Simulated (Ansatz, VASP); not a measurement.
WSe2 in VASP and in Ansatz

Contents of INCAR:

```
SYSTEM = WSe2
PREC     = Accurate       ! precision mode
ENCUT    = 520            ! plane-wave cutoff, eV
EDIFF    = 1E-6           ! SCF threshold, eV
ISMEAR   = 0              ! smearing method
SIGMA    = 0.05           ! smearing width, eV
LREAL    = .FALSE.        ! projectors in reciprocal space
LASPH    = .TRUE.         ! aspherical terms in the spheres
NELM     = 80             ! most SCF steps
ALGO     = Normal         ! electronic algorithm
ISIF     = 2              ! what is computed and relaxed
LWAVE    = .FALSE.        ! write WAVECAR
LCHARG   = .FALSE.        ! write CHGCAR
GGA      = PE             ! functional
NBANDS   = 49             ! bands
```

The input KPOINTS:

```
regular mesh
0
G
  12 12 1
  0 0 0
```

Contents of POSCAR:

```
WSe2
1.0
    3.3206078107      0.0000000000      0.0000000000
   -1.6603039053      2.8757307201      0.0000000000
    0.0000000000      0.0000000000     31.0209653925
W Se
3 6
Direct
    0.6666666667      0.3333333333      0.0000000000
    0.3333333333      0.6666666667      0.7543470704
    0.3333333333      0.6666666667      0.2456529296
    0.3333333333      0.6666666667      0.0541018954
    0.5155166933      0.2226838732      0.8084497294
    0.6666666667      0.3333333333      0.2997487775
    0.3333333333      0.6666666667      0.9458981046
    0.6666666667      0.3333333333      0.7002512225
    0.6666666667      0.3333333333      0.1915502706
```

Input for Ansatz:

```yaml
crystal:
  lattice:
    - [3.3206078107, 0.0, 0.0]
    - [-1.6603039053, 2.8757307201, 0.0]
    - [0.0, 0.0, 31.0209653925]
  atoms:
    - { symbol: W, position: [0.6666666667, 0.3333333333, 0.0] }
    - { symbol: W, position: [0.3333333333, 0.6666666667, 0.7543470704] }
    - { symbol: W, position: [0.3333333333, 0.6666666667, 0.2456529296] }
    - { symbol: Se, position: [0.3333333333, 0.6666666667, 0.0541018954] }
    - { symbol: Se, position: [0.5155166933, 0.2226838732, 0.8084497294] }
    - { symbol: Se, position: [0.6666666667, 0.3333333333, 0.2997487775] }
    - { symbol: Se, position: [0.3333333333, 0.6666666667, 0.9458981046] }
    - { symbol: Se, position: [0.6666666667, 0.3333333333, 0.7002512225] }
    - { symbol: Se, position: [0.6666666667, 0.3333333333, 0.1915502706] }
basis:
  ecutwfc: 420
kpoints:
  mp_grid: { grid: [12, 12, 1] }
hamiltonian:
  xc: pbe
scf:
  occupations: { method: gaussian, width: 0.05 }
output:
  forces: true
  stress: true
  eigenvalues: true
```

Alike in both runs: task single point; functional PBE; k mesh 12 × 12 × 1; occupations gaussian, width 0.05 eV; no spin polarisation.

|  | VASP | Ansatz |
| --- | --- | --- |
| version | VASP 6.6.1 | Ansatz 0.2.0 |
| potentials or method | VASP PAW PBE potentials, release 64 (W_sv, Se), cutoff 520 eV | scalar-relativistic, plane waves, PAW |
| valence electrons in the cell | 78 | 138 |

Ansatz gave:

- gap on the k mesh at the Fermi level (eV): 1.28
- least direct gap on the mesh (eV): 1.41
- rms of the force components (eV/Å): 0.951

Question: What did VASP give for the same quantities?

Answer: gap on the k mesh at the Fermi level (eV): 1.28; least direct gap on the mesh (eV): 1.41; rms of the force components (eV/Å): 0.957.

Atom by atom the forces differ by 0.022 eV/Å (rms over components). VASP's potentials hold 78 valence electrons a cell and Ansatz's 138, so a difference there can come from the potentials and not from the codes.

Neither program's run includes spin-orbit coupling.
